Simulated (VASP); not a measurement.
Wanted: the native input for a VASP 6.6.1 run.

* Task: single point
* Functional: PBE
* Dispersion: D3(BJ)
* Potentials or basis: VASP PAW PBE potentials, release 64 (C)
* Cutoff: 520 eV
* k mesh: 15 × 15 × 1
* Occupations: gaussian, width 0.1 eV
* Spin: no spin polarisation
* Dipole correction: yes
* Further INCAR settings: ALGO = Normal; EDIFF = 1e-06; NBANDS = 16

The structure of C lies in POSCAR:

```
C
1.0
    2.4656524409      0.0000000000      0.0000000000
   -1.2328262205      2.1353176507      0.0000000000
    0.0000000000      0.0000000000     17.5000663885
C
4
Direct
    0.6666666667      0.3333333333      0.2571437784
    0.3333333333      0.6666666667      0.2571418816
    0.6666666667      0.3333333333      0.4417164036
    1.0000000000      0.0000000000      0.4417145068
```

One way to write it, as run:

INCAR

```
PREC = Accurate
ENCUT = 520
EDIFF = 1E-6
ISMEAR = 0
SIGMA = 0.1
LREAL = False
LASPH = True
NELM = 80
ALGO = Normal
ISIF = 2
LWAVE = False
LCHARG = False
LDIPOL = True
IDIPOL = 3
DIPOL = 0.5 0.5 0.349
GGA = PE
IVDW = 12
NBANDS = 16
```

KPOINTS

```
regular mesh
0
Gamma
  15 15 1
```

Potentials or basis: VASP PAW PBE potentials, release 64 (C).

Run with:

```sh
$ cat potpaw_PBE.64/C/POTCAR > POTCAR
$ mpirun -np 1 vasp_std > vasp.out
```

Results of the run:

```yaml
Largest_force: 0.050 eV/Å
Dispersion_energy_per_atom: -0.123 eV
```

Run time: 42 s on 1 thread of Intel(R) Xeon(R) Platinum 8375C CPU @ 2.90GHz (Ice Lake) (shared host), peak memory 0.21 GiB.
